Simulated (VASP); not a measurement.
Runs of VASP 6.6.1 on Ir. The structure is that of space group Fm-3m (No. 225), or close to it. The cells are those of the table. 

| task | cell | cutoff (eV) | gap on the mesh (eV) | pressure (GPa) |
| --- | --- | --- | --- | --- |
| single point | a = 2.742, b = 2.742, c = 2.769 Å, angles 59.7, 59.7, 60.7°, 1 atom | 520 | none | -15.4 |
| single point | a = 2.675 Å, angles 62.0°, 1 atom | 520 | none | -0.5 |
| single point | a = 2.697 Å, angles 60.0°, 1 atom | 500 | none | 6.2 |
| electric field gradients | a = 2.660 Å, angles 60.0°, 1 atom | 400 | none | (a) |
| single point | a = 2.701, b = 2.701, c = 2.688 Å, angles 60.2, 60.2, 59.7°, 1 atom | 520 | none | 6.2 |

Alike in all rows: level PBEsol; potentials or basis VASP PAW PBE potentials, release 64 (Ir); no spin polarisation; k mesh 15 × 15 × 15; smearing fermi-dirac 0.05 eV.

**Question.** Fill in the values left out.

**Answer.** (a) 25.5.

Caveats: the PAW data sets were made with another functional, which shifts forces and pressure a little; spin-orbit coupling is left out, which moves the levels of the heavy elements.

A k mesh can miss the band edges, and the runs leave out spin-orbit coupling on Ir.

A gap of «none» marks levels without a gap at the run's occupations.
